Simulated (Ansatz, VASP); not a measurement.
**Tl in VASP and in Ansatz**

```xyz
3
Lattice="1.4678 0.8474 7.1833 -1.4678 0.8474 7.1833 0.0000 -1.6949 7.1833" Properties=species:S:1:pos:R:3 pbc="T T T"
Tl    0.0000    0.0000    0.0000
Tl    0.0000    0.0000   16.7596
Tl    0.0000    0.0000    4.7904
```

Alike in both runs: task single point; functional PBE; k mesh 6 × 6 × 6; occupations gaussian, width 0.1 eV; no spin polarisation.

|  | VASP | Ansatz |
| --- | --- | --- |
| version | VASP 6.6.1 | Ansatz 0.2.0 |
| potentials or method | VASP PAW PBE potentials, release 64 (Tl_d), cutoff 520 eV | scalar-relativistic, plane waves, PAW |
| valence electrons in the cell | 39 | 39 |

```tsv
	VASP	Ansatz	Ansatz less VASP
gap on the k mesh at the Fermi level (eV)	none	none	-
rms of the force components (eV/Å)	0.040	0.038	-0.0013
```

Atom by atom the forces differ by 0.001 eV/Å (rms over components). A gap of «none» marks a metal or a gap that the smearing closes.

The k mesh is coarse, so the values compare programs but aren't converged. Spin-orbit coupling is off throughout.
